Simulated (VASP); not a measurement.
Crystal: Al3BP4.

```
CELL_PARAMETERS angstrom
-2.56313 2.56313 5.12625
2.56313 -2.56313 5.12625
2.56313 2.56313 -5.12625
ATOMIC_POSITIONS crystal
Al 0.75000 0.25000 0.50000
Al 0.00000 0.00000 0.00000
Al 0.25000 0.75000 0.50000
B 0.50000 0.50000 0.00000
P 0.87500 0.37500 0.00000
P 0.12500 0.12500 0.50000
P 0.37500 0.87500 0.00000
P 0.62500 0.62500 0.50000
```

| Item | Value |
| --- | --- |
| Program | VASP 6.6.1 |
| Task | relaxation of cell and atoms |
| Functional | PBE |
| Potentials or basis | VASP PAW PBE potentials, release 64 (Al, B, P) |
| Cutoff | 600 eV |
| k mesh | 6 × 6 × 6 |
| Occupations | gaussian, width 0.1 eV |
| Spin | no spin polarisation |

At the start: pressure 14.1 GPa; volume 16.84 Å³/atom.

Task: How do energy, volume and symmetry change on relaxing?

Result: Over 9 steps the energy falls by 280.9 meV/atom and the volume is 18.27 Å³/atom (+8.5 %); space group I-42m (No. 121, to 0.05 Å).

Step by step:
```csv
step,energy change (eV),largest force (eV/Å),pressure (GPa),volume (Å³)
1,0.0000,3.3727,14.15,134.71
2,-1.4216,0.8688,-8.95,165.83
3,-1.6190,1.4187,-4.80,156.73
4,-2.1525,0.5999,-2.35,150.15
5,-2.2345,0.2926,-0.44,146.66
6,-2.2348,0.2713,-0.57,146.89
7,-2.2455,0.0877,0.32,145.55
8,-2.2456,0.0844,0.35,145.50
9,-2.2473,0.0356,-0.08,146.16
```

Final structure:
```
Al B P
1.0
    -2.63948    2.63948    5.24482
     2.63948   -2.63948    5.24482
     2.63948    2.63948   -5.24482
Al B P
3 1 4
Direct
  0.75000 0.25000 0.50000
  0.00000 0.00000 0.00000
  0.25000 0.75000 0.50000
  0.50000 0.50000 0.00000
  0.83301 0.39512 0.00000
  0.16699 0.16699 0.56212
  0.39512 0.83301 0.00000
  0.60488 0.60488 0.43788
```
